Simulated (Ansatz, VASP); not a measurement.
# Mg3O3F in VASP and in Ansatz

Contents of INCAR:

```
SYSTEM = Mg3O3F
PREC = Accurate
ENCUT = 520
EDIFF = 1E-7
ISMEAR = 0
SIGMA = 0.05
LREAL = .False.
LASPH = .True.
NELM = 150
ALGO = Normal
ISIF = 2
LWAVE = .False.
LCHARG = .False.
ISPIN = 2
MAGMOM = 0 0 0 0 0 0 1
LORBIT = 11
LDIPOL = .True.
IDIPOL = 3
DIPOL = 0.5 0.5 0.312
GGA = PE
NBANDS = 28
```

The input KPOINTS:

```
regular mesh
0
Gamma
  9 9 1
  0 0 0
```

Contents of POSCAR:

```
Mg3O3F
1.0
    3.0085896314      0.0000000000      0.0000000000
    0.0000000000      3.0085896314      0.0000000000
    0.0000000000      0.0000000000     21.2799623077
Mg O F
3 3 1
Direct
    0.5000000000      0.5000000000      0.1879702578
    0.0000000000      0.0000000000      0.2881792351
    0.5000000000      0.5000000000      0.3867964645
    0.0000000000      0.0000000000      0.1879702578
    0.5000000000      0.5000000000      0.2877217412
    0.0000000000      0.0000000000      0.3890966623
    0.5000000000      0.5000000000      0.4544163269
```

Input for Ansatz:

```yaml
crystal:
  lattice:
    - [3.0085896314, 0.0, 0.0]
    - [0.0, 3.0085896314, 0.0]
    - [0.0, 0.0, 21.2799623077]
  atoms:
    - { symbol: Mg, position: [0.5, 0.5, 0.1879702578] }
    - { symbol: O, position: [0.0, 0.0, 0.1879702578] }
    - { symbol: Mg, position: [0.0, 0.0, 0.2881792351] }
    - { symbol: O, position: [0.5, 0.5, 0.2877217412] }
    - { symbol: Mg, position: [0.5, 0.5, 0.3867964645] }
    - { symbol: O, position: [0.0, 0.0, 0.3890966623] }
    - { symbol: F, position: [0.5, 0.5, 0.4544163269], spin: 1.0 }
basis:
  ecutwfc: 420
kpoints:
  mp_grid: { grid: [9, 9, 1] }
hamiltonian:
  xc: pbe
  pseudopotentials: { kind: paw, azcp: { folder: soft_1 } }
scf:
  occupations: { method: gaussian, width: 0.05 }
output:
  forces: true
  eigenvalues: true
  populations: true
magnetization:
  spin_polarized: true
efield:
  axis: 3
  dipole_correction: true
  ramp_width: 0.04
```

Alike in both runs: task single point; functional PBE; k mesh 9 × 9 × 1; occupations gaussian, width 0.05 eV; collinear spin.

|  | VASP | Ansatz |
| --- | --- | --- |
| version | VASP 6.6.1 | Ansatz 0.2.0 |
| potentials or method | VASP PAW PBE potentials, release 64 (Mg, O, F), cutoff 520 eV | scalar-relativistic, plane waves, PAW |
| valence electrons in the cell | 31 | 55 |

Ansatz gave:

| Item | Value |
| --- | --- |
| gap on the k mesh at the Fermi level (eV) | none |
| rms of the force components (eV/Å) | 4.942 |
| net moment per atom (μB) | 0.14 |
| size of the moment on the site where the two differ most (μB) | 0.52 |

Question: Estimate VASP's values.

Answer: gap on the k mesh at the Fermi level (eV): none; rms of the force components (eV/Å): 5.272; net moment per atom (μB): 0.14; size of the moment on the site where the two differ most (μB): 0.47.

Site moments also hang on the region over which each program counts them. A gap of «none» marks a metal or a gap that the smearing closes. With one functional, cell and mesh, what is left measures potentials, basis and numerics. VASP's potentials hold 31 valence electrons a cell and Ansatz's 55, so a difference there can come from the potentials and not from the codes.
